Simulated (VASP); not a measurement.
A run of VASP 6.6.1 is set up as follows.

File INCAR:

```
ALGO     = Normal         # electronic algorithm
EDIFF    = 1E-6           # SCF threshold, eV
EDIFFG   = -0.01          # ionic threshold
ENCUT    = 600            # plane-wave cutoff, eV
GGA      = PS             # functional
IBRION   = 2              # ionic algorithm
ISIF     = 3              # what is computed and relaxed
ISMEAR   = -1             # smearing method
LASPH    = T              # aspherical terms in the spheres
LCHARG   = F              # write CHGCAR
LREAL    = F              # projectors in reciprocal space
LWAVE    = F              # write WAVECAR
NELM     = 60             # most SCF steps
NSW      = 80             # ionic steps
PREC     = Accurate       # precision mode
SIGMA    = 0.05           # smearing width, eV
```

Contents of KPOINTS:

```
k-points
0
Gamma
  8 8 5
```

Contents of POSCAR:

```
I
1.0
    3.5900000000      0.0000000000      0.0000000000
   -1.7950000000      3.1090311996      0.0000000000
    0.0000000000      0.0000000000      5.8624700000
I
2
Direct
    0.3333333333      0.6666666667      0.2500000000
    0.6666666667      0.3333333333      0.7500000000
```

Potentials or basis: VASP PAW PBE potentials, release 64 (I).

Run with:

```bash
$ cat potpaw_PBE.64/I/POTCAR > POTCAR
$ mpirun -np 1 vasp_std > vasp.out
```

**Question.** Estimate the space group after relaxing (to 0.1 Å).

**Answer.** P6_3/mmc (No. 194).

**Question.** What does it give for the relaxed volume?

**Answer.** 37.08 Å³/atom.

**Question.** Estimate the relaxed cell.

**Answer.** a = 3.284 Å, b = 3.284 Å, c = 7.942 Å, α = 90.00°, β = 90.00°, γ = 120.00°.

**Question.** What does it give for the band gap on the k mesh?

**Answer.** Zero (bands 7 and 8 overlap by 3.16 eV).

Final structure:
```yaml
crystal:
  lattice:
    - [3.28380, 0.00000, 0.00000]
    - [-1.64190, 2.84386, 0.00000]
    - [0.00000, 0.00000, 7.94223]
  atoms:
    - { symbol: I, position: [0.33333, 0.66667, 0.25000] }
    - { symbol: I, position: [0.66667, 0.33333, 0.75000] }
```

Caveat: a cell axis changed by over 15 % at a fixed basis, so the end point is rough; the PAW data sets were made with another functional, which shifts forces and pressure a little; spin-orbit coupling is left out, which moves the levels of the heavy elements; this functional lacks dispersion, which binds layers or chains, so the pressure and a relaxed spacing across them are unreliable.
